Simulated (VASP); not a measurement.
Set up this calculation in VASP 6.6.1, as the native input.

```yaml
Task: single point
Functional: LDA
Potentials_or_basis: VASP PAW LDA potentials, release 64 (Nb_sv)
Cutoff: 520 eV
k_mesh: 15 × 15 × 8
Occupations: fermi-dirac, width 0.1 eV
Spin: no spin polarisation
Dipole_correction: no
Further_INCAR_settings: ALGO = Normal; EDIFF = 1e-07; NBANDS = 20
```

The structure of Nb lies in POSCAR:

```
Nb
1.0
   -1.8863422433      1.8864166589      1.3501843046
    1.8864166589     -1.8863422433      1.3501843046
    3.4274507911      3.4274507911     -1.3500480123
Nb
2
Direct
    0.0002466825      0.9997533175      0.0000000000
    0.7497533175      0.2502466825      0.5000000000
```

These files were run (other wordings do the same):

INCAR

```
SYSTEM = Nb
  PREC = Accurate
  ENCUT = 520
  EDIFF = 1E-7
  ISMEAR = -1
  SIGMA = 0.1
  LREAL = .False.
  LASPH = .True.
  NELM = 80
  ALGO = Normal
  ISIF = 2
  LWAVE = .False.
  LCHARG = .False.
  GGA = CA
  NBANDS = 20
```

KPOINTS

```
Automatic mesh
0
Gamma
  15 15 8
  0 0 0
```

Potentials or basis: VASP PAW LDA potentials, release 64 (Nb_sv).

Run with:

```console
$ cat potpaw_LDA.64/Nb_sv/POTCAR > POTCAR
$ mpirun -np 1 vasp_std > vasp.out
```

Results of the run:

```json
{
 "Pressure": "-0.1 GPa",
 "Largest force": "0.004 eV/Å",
 "Band gap on the k mesh": "zero (bands 13 and 14 overlap by 3.00 eV)"
}
```

Run time: 6 min on 1 thread of Oxide Virtual Turin-like Processor, with other jobs on the host, peak memory 0.32 GiB.
